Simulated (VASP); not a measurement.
# Pd2PtS6 (P-31m) in VASP: single point with PBE

Aim: the single point of Pd2PtS6 with PBE.

All numbers are computed with VASP 6.6.1; they aren't measurements. Logs are shortened: lines on timing, memory, paths and dates and some standing lists are left out, and cuts for length are marked.

### Step 1. The cell of the first run

It takes space group P-31m (No. 162, trigonal). Conventional cell: a = 6.171 Å, b = 6.171 Å, c = 6.273 Å, α = 90.00°, β = 90.00°, γ = 120.00°. Within 3.2 Å of Pd (site symmetry 32) lie 6 S at 2.40 Å. Within 3.2 Å of Pt (site symmetry -3m) lie 6 S at 2.40 Å. S (site symmetry m) has 1 Pt at 2.40 Å and 2 Pd at 2.40 Å and 3 S at 3.21 to 3.22 Å within 3.3 Å.

### Step 2. Single point, PBE

INCAR

```
SYSTEM = Pd2PtS6
PREC     = Accurate       ! precision mode
ENCUT    = 520            ! plane-wave cutoff, eV
EDIFF    = 1E-6           ! SCF threshold, eV
ISMEAR   = 0              ! smearing method
SIGMA    = 0.02           ! smearing width, eV
LREAL    = .FALSE.        ! projectors in reciprocal space
LASPH    = .TRUE.         ! aspherical terms in the spheres
NELM     = 80             ! most SCF steps
ALGO     = Normal         ! electronic algorithm
ISIF     = 2              ! what is computed and relaxed
LWAVE    = .FALSE.        ! write WAVECAR
LCHARG   = .FALSE.        ! write CHGCAR
GGA      = PE             ! functional
NBANDS   = 43             ! bands
```

KPOINTS

```
Automatic mesh
0
G
  6 6 6
  0 0 0
```

POSCAR

```
Pd2PtS6
1.0
    6.1705037844      0.0000000000      0.0000000000
   -3.0852518922      5.3438130314      0.0000000000
    0.0000000000      0.0000000000      6.2730943193
Pd Pt S
2 1 6
Direct
    0.6666666667      0.3333333333      0.0000000000
    0.3333333333      0.6666666667      0.0000000000
    0.0000000000      0.0000000000      0.0000000000
    0.6668829413      0.6668829413      0.1969957036
    0.3331170587      0.0000000000      0.1969957036
    0.0000000000      0.3331170587      0.1969957036
    0.0000000000      0.6668829413      0.8030042964
    0.6668829413      0.0000000000      0.8030042964
    0.3331170587      0.3331170587      0.8030042964
```

Potentials or basis: VASP PAW PBE potentials, release 64 (Pd, Pt, S).

Started as:

```bash
cat potpaw_PBE.64/Pd/POTCAR potpaw_PBE.64/Pt/POTCAR potpaw_PBE.64/S/POTCAR > POTCAR
mpirun -np 1 vasp_std > vasp.out
```

OUTCAR:

```text
SYSTEM = Pd2PtS6
   PREC = Accurate
   ENCUT = 520
   EDIFF = 1E-6
   ISMEAR = 0
   LREAL = .FALSE.
   LASPH = .TRUE.
   NELM = 80
   ISIF = 2
   GGA = PE

 ion  position               nearest neighbor table
   1  0.667  0.333  0.000-   8 2.40   6 2.40   7 2.40   5 2.40   4 2.40   9 2.40
   2  0.333  0.667  0.000-   5 2.40   7 2.40   6 2.40   8 2.40   9 2.40   4 2.40
   3  0.000  0.000  0.000-   4 2.40   6 2.40   7 2.40   9 2.40   8 2.40   5 2.40
   4  0.667  0.667  0.197-   3 2.40   1 2.40   2 2.40
   5  0.333  0.000  0.197-   3 2.40   2 2.40   1 2.40
   6  0.000  0.333  0.197-   3 2.40   1 2.40   2 2.40
   7  0.000  0.667  0.803-   3 2.40   2 2.40   1 2.40
   8  0.667  0.000  0.803-   3 2.40   1 2.40   2 2.40
   9  0.333  0.333  0.803-   3 2.40   2 2.40   1 2.40

  LATTYP: Found a hexagonal cell.
 ALAT       =     6.1705037844
 C/A-ratio  =     1.0166259577

  Lattice vectors:

 A1 = (   6.1705037844,   0.0000000000,   0.0000000000)
 A2 = (  -3.0852518922,   5.3438130314,   0.0000000000)
 A3 = (   0.0000000000,   0.0000000000,   6.2730943193)

Analysis of symmetry for initial positions (statically):
=====================================================================
 Subroutine PRICEL returns:
 Original cell was already a primitive cell.

 Routine SETGRP: Setting up the symmetry group for a
 hexagonal supercell.

 Subroutine GETGRP returns: Found 12 space group operations
 (whereof 12 operations were pure point group operations)
 out of a pool of 24 trial point group operations.

The static configuration has the point symmetry D_3d.

Analysis of symmetry for dynamics (positions and initial velocities):
=====================================================================
 Subroutine PRICEL returns:
 Original cell was already a primitive cell.

 Routine SETGRP: Setting up the symmetry group for a
 hexagonal supercell.

 Subroutine GETGRP returns: Found 12 space group operations
 (whereof 12 operations were pure point group operations)
 out of a pool of 24 trial point group operations.

The dynamic configuration has the point symmetry D_3d.

 Subroutine INISYM returns: Found 12 space group operations
 (whereof 12 operations are pure point group operations),
 and found     1 'primitive' translations

----------------------------------------------------------------------------------------

                                     Primitive cell

  volume of cell :     206.8491

  direct lattice vectors                    reciprocal lattice vectors
     6.170503784  0.000000000  0.000000000     0.162061322  0.093566148  0.000000000
    -3.085251892  5.343813031  0.000000000     0.000000000  0.187132296  0.000000000
     0.000000000  0.000000000  6.273094319     0.000000000  0.000000000  0.159410962

  length of vectors
     6.170503784  6.170503784  6.273094319     0.187132296  0.187132296  0.159410962

  position of ions in fractional coordinates (direct lattice)
     0.666666667  0.333333333  0.000000000
     0.333333333  0.666666667  0.000000000
     0.000000000  0.000000000  0.000000000
     0.666882941  0.666882941  0.196995704
     0.333117059  0.000000000  0.196995704
     1.000000000  0.333117059  0.196995704
     1.000000000  0.666882941  0.803004296
     0.666882941  0.000000000  0.803004296
     0.333117059  0.333117059  0.803004296

  ion indices of the primitive-cell ions
   primitive index   ion index
                 1           1
                 2           2
                 3           3
                 4           4
                 5           5
                 6           6
                 7           7
                 8           8
                 9           9

----------------------------------------------------------------------------------------

 KPOINTS: Automatic mesh

Automatic generation of k-mesh.
 Grid dimensions read from file:
 generate k-points for:    6    6    6

 Generating k-lattice:

  Cartesian coordinates                     Fractional coordinates (reciprocal lattice)
     0.027010220  0.015594358  0.000000000     0.166666667  0.000000000  0.000000000
     0.000000000  0.031188716  0.000000000     0.000000000  0.166666667  0.000000000
     0.000000000  0.000000000  0.026568494     0.000000000  0.000000000  0.166666667

  Length of vectors
     0.031188716  0.031188716  0.026568494

  Shift w.r.t. Gamma in fractional coordinates (k-lattice)
     0.000000000  0.000000000  0.000000000

 Subroutine IBZKPT returns following result:
 ===========================================

 Found     34 irreducible k-points:

 Following reciprocal coordinates:
            Coordinates               Weight
  0.000000  0.000000  0.000000      1.000000
  0.166667  0.000000  0.000000      6.000000
  0.333333  0.000000  0.000000      6.000000
  0.500000  0.000000  0.000000      3.000000
  0.166667  0.166667  0.000000      6.000000
  0.333333  0.166667  0.000000     12.000000
[... 16 lines left out ...]
 -0.166667  0.333333  0.333333      6.000000
  0.333333  0.166667  0.333333     12.000000
 [... further k-points ...]
   k-points           NKPTS =     34   k-points in BZ     NKDIM =     34   number of bands    NBANDS=     43
   number of dos      NEDOS =    301   number of ions     NIONS =      9
   total plane-waves  NPLWV = 110592
   dimension x,y,z NGX =    48 NGY =   48 NGZ =   48
   dimension x,y,z NGXF=    96 NGYF=   96 NGZF=   96
   ions per type =               2   1   6
   NGX,Y,Z   is equivalent  to a cutoff of  12.93, 12.93, 12.72 a.u.
   NGXF,Y,Z  is equivalent  to a cutoff of  25.86, 25.86, 25.44 a.u.
 SYSTEM =  Pd2PtS6
   PREC   = accura    normal or accurate (medium, high low for compatibility)
   ISTART =      0    job   : 0-new  1-cont  2-samecut
   ICHARG =      2    charge: 1-file 2-atom 10-const
   ISPIN  =      1    spin polarized calculation?
   LNONCOLLINEAR =      F non collinear calculations
   LSORBIT =      F    spin-orbit coupling
   LASPH  =      T    aspherical Exc in radial PAW
   ENCUT  =  520.0 eV  38.22 Ry    6.18 a.u.  11.47 11.47 11.66*2*pi/ulx,y,z
   NELM   =     80;   NELMIN=  2; NELMDL= -5     # of ELM steps
   EDIFF  = 0.1E-05   stopping-criterion for ELM
   LREAL  =      F    real-space projection
   EDIFFG = 0.1E-04   stopping-criterion for IOM
   NSW    =      0    number of steps for IOM
   IBRION =     -1    ionic relax: 0-MD 1-quasi-New 2-CG
   NFREE  =      0    steps in history (QN), initial steepest desc. (CG)
   ISIF   =      2    stress and relaxation
   ISYM   =      2    0-nonsym 1-usesym 2-fastsym
   POTIM  = 0.5000    time-step for ionic-motion
   TEBEG  =    0.0;   TEEND  =   0.0 temperature during run
   PSTRESS=    0.0 pullay stress
   NELECT =      66.0000    total number of electrons
   NUPDOWN=      -1.0000    fix difference up-down
   EMIN   =  10.00;   EMAX   =-10.00  energy-range for DOS
   EFERMI =   0.00;   METHOD = LEGACY
   ISMEAR =     0;   SIGMA  =   0.02  broadening in eV -4-tet -1-fermi 0-gaus
   EFERMI_NEDOS =   21; number of points for ismear=-14 and -15
   IALGO  =     38    algorithm
   IMIX   =      4    mixing-type and parameters
     AMIX     =   0.40;   BMIX     =  1.00
     AMIX_MAG =   1.60;   BMIX_MAG =  1.00
  volume/ion in A,a.u.               =      22.98       155.10
  Fermi-wavevector in a.u.,A,eV,Ry     =   1.118678  2.113994 17.026867  1.251439
  Thomas-Fermi vector in A             =   2.255311
   LORBIT       =      0    0 simple, 1 ext, 2 COOP (PROOUT), +10 PAW based schemes
   GGA     = PE    functional components
   LHFCALC =     F    Hartree Fock is set to
   AEXX    =    0.0000 exact exchange contribution
   IVDW    =     0    specifies the selected vdW correction
   LEPSILON=     F    determine dielectric tensor
   LRPA    =     F    only Hartree local field effects (RPA)
 non-spin polarized calculation
 Gauss-broadening in eV      SIGMA  =   0.02
  energy-cutoff  :      520.00
  volume of cell :      206.85
 maximum number of plane-waves:      5615
 NGX is ok and might be reduce to    48
   NGX = 23   NGY = 23   NGZ = 23

 number of electron      66.0000012 magnetization

 Free energy of the ion-electron system (eV)
  ---------------------------------------------------
  ext. energy  EPLUGINS =         0.00000000
  ---------------------------------------------------
  free energy    TOTEN  =       -43.45553570 eV

  energy without entropy =      -43.45553570  energy(sigma->0) =      -43.45553570

 E-fermi :   3.4960     XC(G=0):  -9.0995

 val. band max:        3.3725874817   @ k =   0.5000   0.0000   0.0000
 cond. band min:       4.3764086738   @ k =  -0.1667   0.5000   0.3333
 fundamental gap:      1.0038211921
 Fermi energy:         3.4960483150

 k-point     1 :       0.0000    0.0000    0.0000
  band No.  band energies     occupation
      1     -10.4761      2.00000
      2      -8.7702      2.00000
      3      -8.7702      2.00000
      4      -8.7058      2.00000
      5      -8.7058      2.00000
      6      -8.4662      2.00000
[... 35 lines left out ...]
     42      10.0044      0.00000
     43      10.4324      0.00000

 k-point     2 :       0.1667    0.0000    0.0000
  band No.  band energies     occupation
      1     -10.3738      2.00000
      2      -8.8634      2.00000
      3      -8.7887      2.00000
      4      -8.7604      2.00000
      5      -8.6985      2.00000
      6      -8.4819      2.00000
[... 35 lines left out ...]
     42       9.9860      0.00000
     43      10.4596      0.00000

 k-point     3 :       0.3333    0.0000    0.0000
  band No.  band energies     occupation
      1     -10.0858      2.00000
      2      -9.1908      2.00000
      3      -8.8979      2.00000
      4      -8.7444      2.00000
      5      -8.6702      2.00000
      6      -8.5235      2.00000
[... 919 lines left out ...]
      6      -8.5662      2.00000
[... 35 lines left out ...]
     42      10.4428      0.00000
     43      10.7332      0.00000

 k-point    24 :       0.3333    0.1667    0.3333
  band No.  band energies     occupation
      1      -9.8024      2.00000
      2      -9.3380      2.00000
      3      -9.0648      2.00000
      4      -8.7173      2.00000
      5      -8.6898      2.00000
      6      -8.6025      2.00000
[... 35 lines left out ...]
     42      10.0381      0.00000
     43      10.4532      0.00000

 [... further k-points ...]

------------------------ aborting loop because EDIFF is reached ----------------------------------------

  FORCE on cell =-STRESS in cart. coord.  units (eV):
  Direction    XX          YY          ZZ          XY          YZ          ZX
  --------------------------------------------------------------------------------------
  -------------------------------------------------------------------------------------
  Total       -0.4030336     -0.4030336     -0.2453730      0.0000000     -0.0000000      0.0000000
  in kB       -3.1217502     -3.1217502     -1.9005692      0.0000000     -0.0000000      0.0000000
  external PRESSURE =      -2.7146899 kB  Pullay stress =       0.0000000 kB

 VOLUME and BASIS-vectors are now :
 -----------------------------------------------------------------------------
  energy-cutoff  :      520.00
  volume of cell :      206.85
      direct lattice vectors                 reciprocal lattice vectors
     6.170503784  0.000000000  0.000000000     0.162061322  0.093566148  0.000000000
    -3.085251892  5.343813031  0.000000000     0.000000000  0.187132296  0.000000000
     0.000000000  0.000000000  6.273094319     0.000000000  0.000000000  0.159410962

 POSITION                                       TOTAL-FORCE (eV/Angst)
 -----------------------------------------------------------------------------------
      3.08525      1.78127      0.00000        -0.000000     -0.000000      0.000000
     -0.00000      3.56254      0.00000        -0.000000     -0.000000     -0.000000
      0.00000      0.00000      0.00000        -0.000000     -0.000000      0.000000
      2.05750      3.56370      1.23577         0.007731      0.013390     -0.031400
      2.05550      0.00000      1.23577        -0.015461     -0.000000     -0.031400
     -1.02775      1.78012      1.23577         0.007731     -0.013390     -0.031400
     -2.05750      3.56370      5.03732        -0.007731      0.013390      0.031400
      4.11500      0.00000      5.03732         0.015461     -0.000000      0.031400
      1.02775      1.78012      5.03732        -0.007731     -0.013390      0.031400
 -----------------------------------------------------------------------------------
    total drift:                               -0.000000      0.000000      0.000000

  FREE ENERGIE OF THE ION-ELECTRON SYSTEM (eV)
  ---------------------------------------------------
  free  energy   TOTEN  =       -43.4555357008 eV

  energy  without entropy=      -43.4555357008  energy(sigma->0) =      -43.45553570
```

It took 4.2 min on 1 thread of Intel Xeon Platinum 8259CL at 2.50GHz (Skylake/Cascade Lake), shared host; peak memory 0.49 GiB.

What came out:

```
Free energy            : -43.4555 eV
Pressure               : -0.3 GPa
Largest force          : 0.035 eV/Å
Band gap on the k mesh : 1.00 eV (least direct gap 1.16 eV)
```

Forces in eV/Å, atoms in the order of the input:
```
Pd   0.000  0.000  0.000
Pd   0.000  0.000  0.000
Pt   0.000  0.000  0.000
S    0.008  0.013 -0.031
S   -0.015  0.000 -0.031
S    0.008 -0.013 -0.031
S   -0.008  0.013  0.031
S    0.015  0.000  0.031
S   -0.008 -0.013  0.031
```

Levels at points of the mesh, in eV from the valence-band top:
```
           k point  band 30  band 31  band 32  band 33  band 34  band 35  band 36  band 37
(0.00, 0.00, 0.00)    -0.95    -0.30    -0.30    -0.29     1.16     1.16     1.53     1.53
(0.50, 0.00, 0.00)    -0.96    -0.88    -0.17     0.00     1.28     1.53     1.54     1.85
(0.00, 0.00, 0.50)    -1.06    -0.84    -0.32    -0.32     1.50     1.50     1.84     1.84
(0.50, 0.00, 0.50)    -0.88    -0.63    -0.50    -0.34     1.22     1.44     1.55     1.70
```

Caveat: spin-orbit coupling is left out, which moves the levels of the heavy elements; this functional lacks dispersion, which binds the layers, so the pressure and a relaxed spacing across them are unreliable.
